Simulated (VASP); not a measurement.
# CaDyAs3 (Pm-3m) in VASP: further runs

Runs on CaDyAs3. Level: PBE. Tasks: single point, relaxation of cell and atoms.

Everything below comes from runs of VASP 6.6.1. Logs are shortened: lines on timing, memory, paths and dates and some standing lists are left out, and cuts for length are marked.

## (1) The cell of the first run

Symmetry: Pm-3m, No. 221, cubic system. The conventional cell has a = 5.364 Å, b = 5.364 Å, c = 5.364 Å, α = 90.00°, β = 90.00°, γ = 90.00°. Ca (site symmetry m-3m) has 12 As at 3.79 Å and 8 Dy at 4.65 Å within 5.0 Å. Within 3.5 Å of Dy (site symmetry m-3m) lie 6 As at 2.68 Å. As (site symmetry 4/mmm) has 2 Dy at 2.68 Å within 3.5 Å.

The cell was built from a structure type or drawn by symmetry, and may not be a known phase.

## (2) Single point, PBE

INCAR

```
SYSTEM = CaDyAs3
ALGO = Normal
EDIFF = 1E-6
ENCUT = 500
GGA = PE
GGA_COMPAT = .False.
ISIF = 2
ISMEAR = 0
LASPH = .True.
LCHARG = .False.
LMAXMIX = 6
LREAL = .False.
LWAVE = .False.
NBANDS = 25
NELM = 200
PREC = Accurate
SIGMA = 0.1
```

KPOINTS

```
k-points
0
Gamma
  8 8 8
  0 0 0
```

POSCAR

```
CaDyAs3
1.0
    5.3637309212      0.0000000000      0.0000000000
    0.0000000000      5.3637309212      0.0000000000
    0.0000000000      0.0000000000      5.3637309212
Ca Dy As
1 1 3
Direct
    0.0000000000      0.0000000000      0.0000000000
    0.5000000000      0.5000000000      0.5000000000
    0.0000000000      0.5000000000      0.5000000000
    0.5000000000      0.0000000000      0.5000000000
    0.5000000000      0.5000000000      0.0000000000
```

Potentials or basis: VASP PAW PBE potentials, release 64 (Ca_sv, Dy_3, As), 4f in core.

Launch:

```console
$ cat potpaw_PBE.64/Ca_sv/POTCAR potpaw_PBE.64/Dy_3/POTCAR potpaw_PBE.64/As/POTCAR > POTCAR
$ mpirun -np 1 vasp_std > vasp.out
```

OUTCAR:

```text
SYSTEM = CaDyAs3
   EDIFF = 1E-6
   ENCUT = 500
   GGA = PE
   ISIF = 2
   ISMEAR = 0
   LASPH = .True.
   LREAL = .False.
   NELM = 200
   PREC = Accurate

 ion  position               nearest neighbor table
   1  0.000  0.000  0.000-
   2  0.500  0.500  0.500-   3 2.68   4 2.68   5 2.68   5 2.68   4 2.68   3 2.68
   3  0.000  0.500  0.500-   2 2.68   2 2.68
   4  0.500  0.000  0.500-   2 2.68   2 2.68
   5  0.500  0.500  0.000-   2 2.68   2 2.68

  LATTYP: Found a simple cubic cell.
 ALAT       =     5.3637309212

  Lattice vectors:

 A1 = (   5.3637309212,   0.0000000000,   0.0000000000)
 A2 = (   0.0000000000,   5.3637309212,   0.0000000000)
 A3 = (   0.0000000000,   0.0000000000,   5.3637309212)

Analysis of symmetry for initial positions (statically):
=====================================================================
 Subroutine PRICEL returns:
 Original cell was already a primitive cell.

 Routine SETGRP: Setting up the symmetry group for a
 simple cubic supercell.

 Subroutine GETGRP returns: Found 48 space group operations
 (whereof 48 operations were pure point group operations)
 out of a pool of 48 trial point group operations.

The static configuration has the point symmetry O_h .

Analysis of symmetry for dynamics (positions and initial velocities):
=====================================================================
 Subroutine PRICEL returns:
 Original cell was already a primitive cell.

 Routine SETGRP: Setting up the symmetry group for a
 simple cubic supercell.

 Subroutine GETGRP returns: Found 48 space group operations
 (whereof 48 operations were pure point group operations)
 out of a pool of 48 trial point group operations.

The dynamic configuration has the point symmetry O_h .

 Subroutine INISYM returns: Found 48 space group operations
 (whereof 48 operations are pure point group operations),
 and found     1 'primitive' translations

----------------------------------------------------------------------------------------

                                     Primitive cell

  volume of cell :     154.3124

  direct lattice vectors                    reciprocal lattice vectors
     5.363730921  0.000000000  0.000000000     0.186437391  0.000000000  0.000000000
     0.000000000  5.363730921  0.000000000     0.000000000  0.186437391  0.000000000
     0.000000000  0.000000000  5.363730921     0.000000000  0.000000000  0.186437391

  length of vectors
     5.363730921  5.363730921  5.363730921     0.186437391  0.186437391  0.186437391

  position of ions in fractional coordinates (direct lattice)
     0.000000000  0.000000000  0.000000000
     0.500000000  0.500000000  0.500000000
     0.000000000  0.500000000  0.500000000
     0.500000000  0.000000000  0.500000000
     0.500000000  0.500000000  0.000000000

  ion indices of the primitive-cell ions
   primitive index   ion index
                 1           1
                 2           2
                 3           3
                 4           4
                 5           5

----------------------------------------------------------------------------------------

 KPOINTS: k-points

Automatic generation of k-mesh.
 Grid dimensions read from file:
 generate k-points for:    8    8    8

 Generating k-lattice:

  Cartesian coordinates                     Fractional coordinates (reciprocal lattice)
     0.023304674  0.000000000  0.000000000     0.125000000  0.000000000  0.000000000
     0.000000000  0.023304674  0.000000000     0.000000000  0.125000000  0.000000000
     0.000000000  0.000000000  0.023304674     0.000000000  0.000000000  0.125000000

  Length of vectors
     0.023304674  0.023304674  0.023304674

  Shift w.r.t. Gamma in fractional coordinates (k-lattice)
     0.000000000  0.000000000  0.000000000

 Subroutine IBZKPT returns following result:
 ===========================================

 Found     35 irreducible k-points:

 Following reciprocal coordinates:
            Coordinates               Weight
  0.000000  0.000000  0.000000      1.000000
  0.125000  0.000000  0.000000      6.000000
  0.250000  0.000000  0.000000      6.000000
  0.375000  0.000000  0.000000      6.000000
  0.500000  0.000000  0.000000      3.000000
  0.125000  0.125000  0.000000     12.000000
[... 16 lines left out ...]
  0.375000  0.375000  0.125000     24.000000
  0.500000  0.375000  0.125000     24.000000
 [... further k-points ...]
   k-points           NKPTS =     35   k-points in BZ     NKDIM =     35   number of bands    NBANDS=     25
   number of dos      NEDOS =    301   number of ions     NIONS =      5
   total plane-waves  NPLWV =  64000
   dimension x,y,z NGX =    40 NGY =   40 NGZ =   40
   dimension x,y,z NGXF=    80 NGYF=   80 NGZF=   80
   ions per type =               1   1   3
   NGX,Y,Z   is equivalent  to a cutoff of  12.40, 12.40, 12.40 a.u.
   NGXF,Y,Z  is equivalent  to a cutoff of  24.80, 24.80, 24.80 a.u.
 SYSTEM =  CaDyAs3
   PREC   = accura    normal or accurate (medium, high low for compatibility)
   ISTART =      0    job   : 0-new  1-cont  2-samecut
   ICHARG =      2    charge: 1-file 2-atom 10-const
   ISPIN  =      1    spin polarized calculation?
   LNONCOLLINEAR =      F non collinear calculations
   LSORBIT =      F    spin-orbit coupling
   LASPH  =      T    aspherical Exc in radial PAW
   ENCUT  =  500.0 eV  36.75 Ry    6.06 a.u.   9.78  9.78  9.78*2*pi/ulx,y,z
   NELM   =    200;   NELMIN=  2; NELMDL= -5     # of ELM steps
   EDIFF  = 0.1E-05   stopping-criterion for ELM
   LREAL  =      F    real-space projection
   EDIFFG = 0.1E-04   stopping-criterion for IOM
   NSW    =      0    number of steps for IOM
   IBRION =     -1    ionic relax: 0-MD 1-quasi-New 2-CG
   NFREE  =      0    steps in history (QN), initial steepest desc. (CG)
   ISIF   =      2    stress and relaxation
   ISYM   =      2    0-nonsym 1-usesym 2-fastsym
   POTIM  = 0.5000    time-step for ionic-motion
   TEBEG  =    0.0;   TEEND  =   0.0 temperature during run
   PSTRESS=    0.0 pullay stress
   NELECT =      34.0000    total number of electrons
   NUPDOWN=      -1.0000    fix difference up-down
   EMIN   =  10.00;   EMAX   =-10.00  energy-range for DOS
   EFERMI =   0.00;   METHOD = LEGACY
   ISMEAR =     0;   SIGMA  =   0.10  broadening in eV -4-tet -1-fermi 0-gaus
   EFERMI_NEDOS =   21; number of points for ismear=-14 and -15
   IALGO  =     38    algorithm
   IMIX   =      4    mixing-type and parameters
     AMIX     =   0.40;   BMIX     =  1.00
     AMIX_MAG =   1.60;   BMIX_MAG =  1.00
  volume/ion in A,a.u.               =      30.86       208.27
  Fermi-wavevector in a.u.,A,eV,Ry     =   0.988783  1.868528 13.302294  0.977691
  Thomas-Fermi vector in A             =   2.120334
   LORBIT       =      0    0 simple, 1 ext, 2 COOP (PROOUT), +10 PAW based schemes
   GGA     = PE    functional components
   LHFCALC =     F    Hartree Fock is set to
   AEXX    =    0.0000 exact exchange contribution
   IVDW    =     0    specifies the selected vdW correction
   LEPSILON=     F    determine dielectric tensor
   LRPA    =     F    only Hartree local field effects (RPA)
 non-spin polarized calculation
 Gauss-broadening in eV      SIGMA  =   0.10
  energy-cutoff  :      500.00
  volume of cell :      154.31
 maximum number of plane-waves:      3952
 NGX is ok and might be reduce to    40
   NGX = 19   NGY = 19   NGZ = 19

 number of electron      34.0000000 magnetization

 Free energy of the ion-electron system (eV)
  ---------------------------------------------------
  ext. energy  EPLUGINS =         0.00000000
  ---------------------------------------------------
  free energy    TOTEN  =       -21.72079547 eV

  energy without entropy =      -21.70243517  energy(sigma->0) =      -21.71161532

 E-fermi :   2.3434     XC(G=0):  -8.7020

 val. band max:        2.3369064003   @ k =   0.5000   0.2500   0.2500
 cond. band min:       2.3616222931   @ k =   0.3750   0.2500   0.0000
 fundamental gap:      0.0247158928
 Fermi energy:         2.3434055269

 k-point     1 :       0.0000    0.0000    0.0000
  band No.  band energies     occupation
      1     -40.3338      2.00000
      2     -21.2648      2.00000
      3     -21.2648      2.00000
      4     -21.2648      2.00000
      5     -19.8719      2.00000
      6     -19.8719      2.00000
[... 17 lines left out ...]
     24       4.2757      0.00000
     25       4.2757      0.00000

 k-point     2 :       0.1250    0.0000    0.0000
  band No.  band energies     occupation
      1     -40.3338      2.00000
      2     -21.2650      2.00000
      3     -21.2648      2.00000
      4     -21.2648      2.00000
      5     -19.8755      2.00000
      6     -19.8717      2.00000
[... 17 lines left out ...]
     24       4.3562      0.00000
     25       4.5203      0.00000

 k-point     3 :       0.2500    0.0000    0.0000
  band No.  band energies     occupation
      1     -40.3338      2.00000
      2     -21.2656      2.00000
      3     -21.2647      2.00000
      4     -21.2647      2.00000
      5     -19.8840      2.00000
      6     -19.8713      2.00000
[... 17 lines left out ...]
     24       4.9801      0.00000
     25       5.0488      0.00000

 k-point     4 :       0.3750    0.0000    0.0000
  band No.  band energies     occupation
      1     -40.3338      2.00000
      2     -21.2661      2.00000
      3     -21.2646      2.00000
      4     -21.2646      2.00000
      5     -19.8925      2.00000
      6     -19.8708      2.00000
[... 17 lines left out ...]
     24       5.4118      0.00000
     25       5.4692      0.00000

 k-point     5 :       0.5000    0.0000    0.0000
  band No.  band energies     occupation
      1     -40.3338      2.00000
      2     -21.2664      2.00000
      3     -21.2646      2.00000
      4     -21.2646      2.00000
      5     -19.8960      2.00000
      6     -19.8707      2.00000
[... 17 lines left out ...]
     24       5.6574      0.00000
     25       5.7415      0.00000

 k-point     6 :       0.1250    0.1250    0.0000
  band No.  band energies     occupation
      1     -40.3338      2.00000
      2     -21.2650      2.00000
      3     -21.2650      2.00000
      4     -21.2647      2.00000
      5     -19.8753      2.00000
      6     -19.8752      2.00000
[... 17 lines left out ...]
     24       4.5122      0.00000
     25       4.8654      0.00000
[... 393 lines left out ...]
 k-point    21 :       0.3750    0.2500    0.1250
  band No.  band energies     occupation
      1     -40.3338      2.00000
      2     -21.2660      2.00000
      3     -21.2654      2.00000
      4     -21.2648      2.00000
      5     -19.8915      2.00000
      6     -19.8826      2.00000
[... 17 lines left out ...]
     24       5.4640      0.00000
     25       5.6390      0.00000

 k-point    22 :       0.5000    0.2500    0.1250
  band No.  band energies     occupation
      1     -40.3338      2.00000
      2     -21.2663      2.00000
      3     -21.2654      2.00000
      4     -21.2647      2.00000
      5     -19.8950      2.00000
      6     -19.8824      2.00000
[... 17 lines left out ...]
     24       5.4217      0.00000
     25       5.6654      0.00000

 k-point    23 :       0.3750    0.3750    0.1250
  band No.  band energies     occupation
      1     -40.3338      2.00000
      2     -21.2660      2.00000
      3     -21.2660      2.00000
      4     -21.2647      2.00000
      5     -19.8910      2.00000
      6     -19.8909      2.00000
[... 17 lines left out ...]
     24       5.5222      0.00000
     25       5.5556      0.00000

 k-point    24 :       0.5000    0.3750    0.1250
  band No.  band energies     occupation
      1     -40.3338      2.00000
      2     -21.2662      2.00000
      3     -21.2660      2.00000
      4     -21.2647      2.00000
      5     -19.8944      2.00000
      6     -19.8908      2.00000
[... 17 lines left out ...]
     24       5.4751      0.00000
     25       5.5501      0.00000

 [... further k-points ...]

------------------------ aborting loop because EDIFF is reached ----------------------------------------

  FORCE on cell =-STRESS in cart. coord.  units (eV):
  Direction    XX          YY          ZZ          XY          YZ          ZX
  --------------------------------------------------------------------------------------
  -------------------------------------------------------------------------------------
  Total        0.1250773      0.1250773      0.1250773     -0.0000000      0.0000000      0.0000000
  in kB        1.2986379      1.2986379      1.2986379     -0.0000000      0.0000000      0.0000000
  external PRESSURE =       1.2986379 kB  Pullay stress =       0.0000000 kB

 VOLUME and BASIS-vectors are now :
 -----------------------------------------------------------------------------
  energy-cutoff  :      500.00
  volume of cell :      154.31
      direct lattice vectors                 reciprocal lattice vectors
     5.363730921  0.000000000  0.000000000     0.186437391  0.000000000  0.000000000
     0.000000000  5.363730921  0.000000000     0.000000000  0.186437391  0.000000000
     0.000000000  0.000000000  5.363730921     0.000000000  0.000000000  0.186437391

 POSITION                                       TOTAL-FORCE (eV/Angst)
 -----------------------------------------------------------------------------------
      0.00000      0.00000      0.00000         0.000000      0.000000      0.000000
      2.68187      2.68187      2.68187         0.000000      0.000000      0.000000
      0.00000      2.68187      2.68187         0.000000      0.000000      0.000000
      2.68187      0.00000      2.68187         0.000000      0.000000      0.000000
      2.68187      2.68187      0.00000         0.000000      0.000000      0.000000
 -----------------------------------------------------------------------------------
    total drift:                               -0.000000     -0.000000     -0.000000

  FREE ENERGIE OF THE ION-ELECTRON SYSTEM (eV)
  ---------------------------------------------------
  free  energy   TOTEN  =       -21.7207954722 eV

  energy  without entropy=      -21.7024351706  energy(sigma->0) =      -21.71161532
```

Wall time 59 s (1 thread of Intel Xeon 6975P-C (Granite Rapids), shared host); peak memory 0.33 GiB.

What came out:

```yaml
Free_energy: -21.7208 eV
Pressure: 0.1 GPa
Band_gap_on_the_k_mesh: zero (bands 17 and 18 overlap by 1.66 eV)
```

Caveat: spin-orbit coupling is left out, which moves the levels of the heavy elements; the 4f electrons are frozen in the core, so they carry no moment and show no levels.

## (3) Relaxation of cell and atoms, PBE

This run uses another cell than the first one, of 31.04 Å³/atom.

INCAR

```
PREC     = Accurate       # precision mode
ENCUT    = 500            # plane-wave cutoff, eV
EDIFF    = 1E-7           # SCF threshold, eV
ISMEAR   = 0              # smearing method
SIGMA    = 0.1            # smearing width, eV
LREAL    = False          # projectors in reciprocal space
LASPH    = True           # aspherical terms in the spheres
NELM     = 200            # most SCF steps
ALGO     = Normal         # electronic algorithm
ISIF     = 3              # what is computed and relaxed
LWAVE    = False          # write WAVECAR
LCHARG   = False          # write CHGCAR
GGA      = PE             # functional
IBRION   = 2              # ionic algorithm
NSW      = 100            # ionic steps
EDIFFG   = -0.01          # ionic threshold
GGA_COMPAT= False        
NELMIN   = 4            
LMAXMIX  = 6              # l up to which the mixer works
```

KPOINTS

```
regular mesh
0
Gamma
  8 8 8
```

Changes to POSCAR since step 2:

```diff
@@ -2,5 +2,5 @@
 1.0
-    5.3637309212      0.0000000000      0.0000000000
-    0.0000000000      5.3637309212      0.0000000000
-    0.0000000000      0.0000000000      5.3637309212
+    5.3739294211      0.0000000000      0.0000000000
+    0.0000000000      5.3739294211      0.0000000000
+    0.0000000000      0.0000000000      5.3739294211
 Ca Dy As
```

Potentials or basis: VASP PAW PBE potentials, release 64 (Ca_sv, Dy_3, As), 4f in core.

Launch:

```console
$ cat potpaw_PBE.64/Ca_sv/POTCAR potpaw_PBE.64/Dy_3/POTCAR potpaw_PBE.64/As/POTCAR > POTCAR
$ mpirun -np 1 vasp_std > vasp.out
```

Wall time 81 s (1 thread of Intel Xeon 6975P-C (Granite Rapids), shared host); peak memory 0.33 GiB.

It converged, with:

| Item | Value |
| --- | --- |
| Free energy | -21.7211 eV |
| Relaxed volume | 30.95 Å³/atom |
| Relaxed cell | a = 5.369 Å, b = 5.369 Å, c = 5.369 Å, α = 90.00°, β = 90.00°, γ = 90.00° |
| Space group after relaxing (to 0.1 Å) | Pm-3m (No. 221) |
| Energy gained by relaxing | 0.0 meV/atom |
| Ionic steps | 2 |
| Pressure after relaxing | 0.0 GPa |
| Band gap on the k mesh | zero (bands 17 and 18 overlap by 1.66 eV) |

The path:
| step | energy change (eV) | largest force (eV/Å) | pressure (GPa) | volume (Å³) |
| --- | --- | --- | --- | --- |
| 1 | 0.0000 | 0.0000 | -0.10 | 155.19 |
| 2 | -0.0001 | 0.0000 | 0.02 | 154.74 |

Final structure:
```
Ca Dy As
1.0
     5.36872    0.00000    0.00000
     0.00000    5.36872    0.00000
     0.00000    0.00000    5.36872
Ca Dy As
1 1 3
Direct
  0.00000 0.00000 0.00000
  0.50000 0.50000 0.50000
  0.00000 0.50000 0.50000
  0.50000 0.00000 0.50000
  0.50000 0.50000 0.00000
```

Levels at points of the mesh, in eV from the Fermi level:
```csv
k point,band 14,band 15,band 16,band 17,band 18,band 19,band 20,band 21
"(0.00, 0.00, 0.00)",-0.13,-0.13,-0.13,1.04,1.04,1.04,1.10,1.50
"(0.50, 0.00, 0.00)",-1.68,-1.60,-1.60,-1.02,0.69,0.69,2.03,2.38
"(0.50, 0.50, 0.00)",-1.65,-1.65,-1.22,-1.22,-0.43,1.08,2.39,2.65
"(0.50, 0.50, 0.50)",-3.18,-1.97,-1.97,1.09,1.31,1.31,1.31,2.47
```

Caveat: spin-orbit coupling is left out, which moves the levels of the heavy elements; the 4f electrons are frozen in the core, so they carry no moment and show no levels. Spin polarisation is off, so any magnetic state and its effect on volume and gap are missing.
